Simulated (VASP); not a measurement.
# GaIr4: single point with PBE

GaIr4:

```
Ga Ir
1.0
    -2.78212    2.78212    2.78212
     2.78212   -2.78212    2.78212
     2.78212    2.78212   -2.78212
Ga Ir
1 4
Direct
  0.00000 0.00000 0.00000
  0.00000 0.63058 0.00000
  0.36942 0.36942 0.36942
  0.00000 0.00000 0.63058
  0.63058 0.00000 0.00000
```

```json
{
 "Program": "VASP 6.6.1",
 "Task": "single point",
 "Functional": "PBE",
 "Potentials or basis": "VASP PAW PBE potentials, release 64 (Ga_d, Ir_sv_GW)",
 "Cutoff": "500 eV",
 "k mesh": "4 × 4 × 4",
 "Occupations": "gaussian, width 0.1 eV",
 "Spin": "no spin polarisation"
}
```

| Property | Result |
| --- | --- |
| Pressure | 111.8 GPa |
| Largest force | 31.279 eV/Å |

Forces in eV/Å, atoms in the order of the input:
```
Ga    0.000   0.000   0.000
Ir  -18.059  18.059 -18.059
Ir   18.059  18.059  18.059
Ir  -18.059 -18.059  18.059
Ir   18.059 -18.059 -18.059
```

Levels at points of the mesh, in eV from the Fermi level:
```
           k point  band 38  band 39  band 40  band 41  band 42  band 43
(0.00, 0.00, 0.00)    -1.52    -1.52     0.09     0.09     0.09     3.19
(0.50, 0.00, 0.00)    -0.91    -0.50    -0.24    -0.04    -0.03     0.67
(0.50, 0.50, 0.50)    -0.96    -0.96    -0.14    -0.14    -0.14     1.86
```

Run time: 51 s on 1 thread of Intel(R) Xeon(R) Platinum 8488C (Sapphire Rapids), on a shared host, peak memory 0.2 GiB.

Caveat: the k points lie up to 0.40 Å⁻¹ apart; spin-orbit coupling is left out, which moves the levels of the heavy elements; forces of over 1 eV/Å act on the atoms, so gaps and moduli don't describe the material at rest.
